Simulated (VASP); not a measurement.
C:

```
CELL_PARAMETERS angstrom
0.00000 1.81835 1.81835
1.81835 0.00000 1.81835
1.81835 1.81835 0.00000
ATOMIC_POSITIONS crystal
C 0.75000 0.75000 0.75000
C 0.50000 0.50000 0.50000
```

Program: VASP 6.6.1. Alike in all runs: task single point; potentials or basis VASP PAW PBE potentials, release 64 (C); no spin polarisation; cell as given; k mesh 7 × 7 × 7; cutoff (eV) 520; smearing fermi-dirac 0.05 eV.

Order these runs on this cell by their band gap on the k mesh, lowest first.
A. level PBEsol-based global hybrid with 25 % exact exchange; share of exact exchange 0.25
B. level BHLYP; share of exact exchange 0.5
C. level PBEsol-based screened hybrid with 25 % exact exchange; share of exact exchange 0.25; screening parameter 0.207 1/Å

C (5.19 eV), A (5.94 eV), B (8.40 eV).

Caveats: all runs use coarse meshes; an odd mesh through Γ misses points on the zone boundary, where band edges can lie.
